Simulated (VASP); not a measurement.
# Rh (Fm-3m) in VASP: a series of runs

The runs below take Rh through single point, with revPBE, r2SCAN.

Program: VASP 6.6.1. These are calculated values, not measurements. Logs are shortened: lines on timing, memory, paths and dates and some standing lists are left out, and cuts for length are marked.

## (1) The cell of the first run

It takes space group Fm-3m (No. 225, cubic). The conventional cell has a = 3.821 Å, b = 3.821 Å, c = 3.821 Å, α = 90.00°, β = 90.00°, γ = 90.00°. Rh (site symmetry m-3m) has 12 Rh at 2.70 Å within 3.6 Å.

## (2) Single point, revPBE

INCAR

```
ALGO = Normal ; EDIFF = 1E-6
ENCUT = 520 ; GGA = RE
ISIF = 2 ; ISMEAR = -1
LASPH = T ; LCHARG = T
LELF = T ; LREAL = F
LVHAR = T ; LWAVE = F
NBANDS = 14 ; NELM = 100
PREC = Accurate ; SIGMA = 0.05
```

KPOINTS

```
k-points
0
Gamma
  12 12 12
```

POSCAR

```
Rh
1.0
    0.0000000000      1.9104189093      1.9104189093
    1.9104189093      0.0000000000      1.9104189093
    1.9104189093      1.9104189093      0.0000000000
Rh
1
Direct
    0.0000000000      0.0000000000      0.0000000000
```

Potentials or basis: VASP PAW PBE potentials, release 64 (Rh_pv).

Run with:

```sh
> cat potpaw_PBE.64/Rh_pv/POTCAR > POTCAR
> mpirun -np 1 vasp_std > vasp.out
```

OUTCAR:

```text
EDIFF = 1E-6
   ENCUT = 520
   GGA = RE
   ISIF = 2
   ISMEAR = -1
   LASPH = T
   LREAL = F
   NELM = 100
   PREC = Accurate

 ion  position               nearest neighbor table
   1  0.000  0.000  0.000-

  LATTYP: Found a face centered cubic cell.
 ALAT       =     3.8208378186

  Lattice vectors:

 A1 = (   0.0000000000,   1.9104189093,   1.9104189093)
 A2 = (   1.9104189093,   0.0000000000,   1.9104189093)
 A3 = (   1.9104189093,   1.9104189093,   0.0000000000)

Analysis of symmetry for initial positions (statically):
[... 33 lines left out ...]
                                     Primitive cell

  volume of cell :      13.9449

  direct lattice vectors                    reciprocal lattice vectors
     0.000000000  1.910418909  1.910418909    -0.261722703  0.261722703  0.261722703
     1.910418909  0.000000000  1.910418909     0.261722703 -0.261722703  0.261722703
     1.910418909  1.910418909  0.000000000     0.261722703  0.261722703 -0.261722703

  length of vectors
     2.701740331  2.701740331  2.701740331     0.453317018  0.453317018  0.453317018

  position of ions in fractional coordinates (direct lattice)
     0.000000000  0.000000000  0.000000000

  ion indices of the primitive-cell ions
   primitive index   ion index
                 1           1

----------------------------------------------------------------------------------------

 KPOINTS: k-points

Automatic generation of k-mesh.
 Grid dimensions read from file:
 generate k-points for:   12   12   12

 Generating k-lattice:

  Cartesian coordinates                     Fractional coordinates (reciprocal lattice)
    -0.021810225  0.021810225  0.021810225     0.083333333  0.000000000  0.000000000
     0.021810225 -0.021810225  0.021810225     0.000000000  0.083333333  0.000000000
     0.021810225  0.021810225 -0.021810225     0.000000000  0.000000000  0.083333333

  Length of vectors
     0.037776418  0.037776418  0.037776418

  Shift w.r.t. Gamma in fractional coordinates (k-lattice)
     0.000000000  0.000000000  0.000000000

 Subroutine IBZKPT returns following result:
 ===========================================

 Found     72 irreducible k-points:

 Following reciprocal coordinates:
            Coordinates               Weight
  0.000000  0.000000  0.000000      1.000000
  0.083333  0.000000  0.000000      8.000000
  0.166667  0.000000  0.000000      8.000000
  0.250000  0.000000  0.000000      8.000000
  0.333333  0.000000  0.000000      8.000000
  0.416667  0.000000  0.000000      8.000000
[... 16 lines left out ...]
  0.500000  0.166667  0.000000     24.000000
 -0.416667  0.166667  0.000000     24.000000
 [... further k-points ...]
   k-points           NKPTS =     72   k-points in BZ     NKDIM =     72   number of bands    NBANDS=     14
   number of dos      NEDOS =    301   number of ions     NIONS =      1
   total plane-waves  NPLWV =   8000
   dimension x,y,z NGX =    20 NGY =   20 NGZ =   20
   dimension x,y,z NGXF=    40 NGYF=   40 NGZF=   40
   ions per type =               1
   NGX,Y,Z   is equivalent  to a cutoff of  12.31, 12.31, 12.31 a.u.
   NGXF,Y,Z  is equivalent  to a cutoff of  24.61, 24.61, 24.61 a.u.
 SYSTEM =  unknown system
   PREC   = accura    normal or accurate (medium, high low for compatibility)
   ISTART =      0    job   : 0-new  1-cont  2-samecut
   ICHARG =      2    charge: 1-file 2-atom 10-const
   ISPIN  =      1    spin polarized calculation?
   LNONCOLLINEAR =      F non collinear calculations
   LSORBIT =      F    spin-orbit coupling
   LASPH  =      T    aspherical Exc in radial PAW
   ENCUT  =  520.0 eV  38.22 Ry    6.18 a.u.   5.02  5.02  5.02*2*pi/ulx,y,z
   NELM   =    100;   NELMIN=  2; NELMDL= -5     # of ELM steps
   EDIFF  = 0.1E-05   stopping-criterion for ELM
   LREAL  =      F    real-space projection
   EDIFFG = 0.1E-04   stopping-criterion for IOM
   NSW    =      0    number of steps for IOM
   IBRION =     -1    ionic relax: 0-MD 1-quasi-New 2-CG
   NFREE  =      0    steps in history (QN), initial steepest desc. (CG)
   ISIF   =      2    stress and relaxation
   ISYM   =      2    0-nonsym 1-usesym 2-fastsym
   POTIM  = 0.5000    time-step for ionic-motion
   TEBEG  =    0.0;   TEEND  =   0.0 temperature during run
   PSTRESS=    0.0 pullay stress
   NELECT =      15.0000    total number of electrons
   NUPDOWN=      -1.0000    fix difference up-down
   EMIN   =  10.00;   EMAX   =-10.00  energy-range for DOS
   EFERMI =   0.00;   METHOD = LEGACY
   ISMEAR =    -1;   SIGMA  =   0.05  broadening in eV -4-tet -1-fermi 0-gaus
   EFERMI_NEDOS =   21; number of points for ismear=-14 and -15
   IALGO  =     38    algorithm
   IMIX   =      4    mixing-type and parameters
     AMIX     =   0.40;   BMIX     =  1.00
     AMIX_MAG =   1.60;   BMIX_MAG =  1.00
  volume/ion in A,a.u.               =      13.94        94.10
  Fermi-wavevector in a.u.,A,eV,Ry     =   1.677387  3.169802 38.281728  2.813628
  Thomas-Fermi vector in A             =   2.761662
   LORBIT       =      0    0 simple, 1 ext, 2 COOP (PROOUT), +10 PAW based schemes
   GGA     = RE    functional components
   LHFCALC =     F    Hartree Fock is set to
   AEXX    =    0.0000 exact exchange contribution
   IVDW    =     0    specifies the selected vdW correction
   LEPSILON=     F    determine dielectric tensor
   LRPA    =     F    only Hartree local field effects (RPA)
 non-spin polarized calculation
  energy-cutoff  :      520.00
  volume of cell :       13.94
 maximum number of plane-waves:       388
   NGX =  9   NGY =  9   NGZ =  9

 number of electron      15.0000005 magnetization

 Free energy of the ion-electron system (eV)
  ---------------------------------------------------
  ext. energy  EPLUGINS =         0.00000000
  ---------------------------------------------------
  free energy    TOTEN  =        -6.75208320 eV

  energy without entropy =       -6.74328005  energy(sigma->0) =       -6.74768162

 E-fermi :  11.7085     XC(G=0): -13.8731

 val. band max:       11.6310666414   @ k =  -0.3333   0.3333   0.0000
 cond. band min:      11.7363563127   @ k =   0.3333   0.1667   0.0000
 fundamental gap:      0.1052896713
 Fermi energy:        11.7085177218

 k-point     1 :       0.0000    0.0000    0.0000
  band No.  band energies     occupation
      1     -34.6730      2.00000
      2     -34.6730      2.00000
      3     -34.6730      2.00000
      4       3.8782      2.00000
      5       8.6878      2.00000
      6       8.6878      2.00000
      7       8.6878      2.00000
      8      10.7175      2.00000
      9      10.7175      2.00000
     10      27.7185      0.00000
     11      32.2851      0.00000
     12      33.1125      0.00000
     13      33.1125      0.00000
     14      33.1125      0.00000

 k-point     2 :       0.0833    0.0000    0.0000
  band No.  band energies     occupation
      1     -34.7211      2.00000
      2     -34.6795      2.00000
      3     -34.6795      2.00000
      4       4.1512      2.00000
      5       8.5726      2.00000
      6       8.7912      2.00000
      7       8.7912      2.00000
      8      10.6627      2.00000
      9      10.6627      2.00000
     10      28.0999      0.00000
     11      31.7195      0.00000
     12      32.2852      0.00000
     13      33.5066      0.00000
     14      33.5066      0.00000

 k-point     3 :       0.1667    0.0000    0.0000
  band No.  band energies     occupation
      1     -34.8513      2.00000
      2     -34.6973      2.00000
      3     -34.6973      2.00000
      4       4.8785      2.00000
      5       8.3681      2.00000
      6       9.0003      2.00000
      7       9.0003      2.00000
      8      10.6177      2.00000
      9      10.6177      2.00000
     10      28.8493      0.00000
     11      29.3975      0.00000
     12      32.2846      0.00000
     13      34.5963      0.00000
     14      34.5963      0.00000

 k-point     4 :       0.2500    0.0000    0.0000
  band No.  band energies     occupation
      1     -35.0265      2.00000
      2     -34.7215      2.00000
      3     -34.7215      2.00000
      4       5.6491      2.00000
      5       8.5704      2.00000
      6       9.0397      2.00000
      7       9.0397      2.00000
      8      10.8800      2.00000
      9      10.8800      2.00000
     10      26.7181      0.00000
     11      29.2308      0.00000
     12      32.2843      0.00000
     13      35.9682      0.00000
     14      35.9682      0.00000

 k-point     5 :       0.3333    0.0000    0.0000
  band No.  band energies     occupation
      1     -35.1987      2.00000
      2     -34.7456      2.00000
      3     -34.7456      2.00000
      4       5.8697      2.00000
      5       8.8655      2.00000
      6       8.8655      2.00000
      7       9.7778      2.00000
      8      11.4579      1.98678
      9      11.4579      1.98678
     10      24.0157      0.00000
     11      28.3841      0.00000
[... 276 lines left out ...]
 k-point    22 :       0.4167    0.1667    0.0000
  band No.  band energies     occupation
      1     -35.2244      2.00000
      2     -34.8357      2.00000
      3     -34.8090      2.00000
      4       6.4108      2.00000
      5       8.0893      2.00000
      6       8.8369      2.00000
      7       9.5420      2.00000
      8      12.1839      0.00015
      9      13.3061      0.00000
     10      23.3443      0.00000
     11      28.7522      0.00000
     12      30.8577      0.00000
     13      32.2784      0.00000
     14      32.6218      0.00000

 k-point    23 :       0.5000    0.1667    0.0000
  band No.  band energies     occupation
      1     -35.2981      2.00000
      2     -34.8729      2.00000
      3     -34.8097      2.00000
      4       6.3638      2.00000
      5       8.0285      2.00000
      6       9.3565      2.00000
      7       9.4546      2.00000
      8      12.2965      0.00002
      9      15.2138      0.00000
     10      20.7486      0.00000
     11      28.0103      0.00000
     12      31.0342      0.00000
     13      31.3812      0.00000
     14      32.2861      0.00000

 k-point    24 :      -0.4167    0.1667    0.0000
  band No.  band energies     occupation
      1     -35.3042      2.00000
      2     -34.8959      2.00000
      3     -34.7954      2.00000
      4       6.4292      2.00000
      5       8.0422      2.00000
      6       9.2681      2.00000
      7       9.6900      2.00000
      8      11.9396      0.01947
      9      15.7801      0.00000
     10      20.3294      0.00000
     11      27.6629      0.00000
     12      30.5214      0.00000
     13      32.1425      0.00000
     14      32.2852      0.00000

 [... further k-points ...]
[... 5 lines left out ...]
  --------------------------------------------------------------------------------------
  -------------------------------------------------------------------------------------
  Total        0.4482980      0.4482980      0.4482980      0.0000000      0.0000000      0.0000000
  in kB       51.5064464     51.5064464     51.5064464      0.0000000      0.0000000      0.0000000
  external PRESSURE =      51.5064464 kB  Pullay stress =       0.0000000 kB

 VOLUME and BASIS-vectors are now :
 -----------------------------------------------------------------------------
  energy-cutoff  :      520.00
  volume of cell :       13.94
      direct lattice vectors                 reciprocal lattice vectors
     0.000000000  1.910418909  1.910418909    -0.261722703  0.261722703  0.261722703
     1.910418909  0.000000000  1.910418909     0.261722703 -0.261722703  0.261722703
     1.910418909  1.910418909  0.000000000     0.261722703  0.261722703 -0.261722703

 POSITION                                       TOTAL-FORCE (eV/Angst)
 -----------------------------------------------------------------------------------
      0.00000      0.00000      0.00000        -0.000000     -0.000000      0.000000
 -----------------------------------------------------------------------------------
    total drift:                                0.000000     -0.000000      0.000000

  FREE ENERGIE OF THE ION-ELECTRON SYSTEM (eV)
  ---------------------------------------------------
  free  energy   TOTEN  =        -6.7520831971 eV

  energy  without entropy=       -6.7432800518  energy(sigma->0) =       -6.74768162
```

Wall time 7 s (1 thread of Intel Xeon Platinum 8375C at 2.90GHz (Ice Lake), shared host); peak memory 0.13 GiB.

What came out:

| Property | Result |
| --- | --- |
| Free energy | -6.7521 eV |
| Pressure | 5.2 GPa |

Levels at points of the mesh, in eV from the Fermi level:
| k point | band 3 | band 4 | band 5 | band 6 | band 7 | band 8 | band 9 | band 10 | band 11 | band 12 |
| --- | --- | --- | --- | --- | --- | --- | --- | --- | --- | --- |
| (0.00, 0.00, 0.00) | -46.38 | -7.83 | -3.02 | -3.02 | -3.02 | -0.99 | -0.99 | 16.01 | 20.58 | 21.40 |
| (0.50, 0.00, 0.00) | -46.48 | -6.00 | -3.10 | -3.10 | 0.53 | 0.53 | 0.76 | 8.51 | 15.51 | 20.58 |
| (0.50, 0.50, 0.00) | -46.64 | -6.19 | -5.82 | 0.50 | 0.94 | 0.94 | 3.26 | 12.10 | 13.27 | 13.27 |

Caveat: the PAW data sets were made with another functional, which shifts forces and pressure a little.

(Continued in part 2 of 2.)
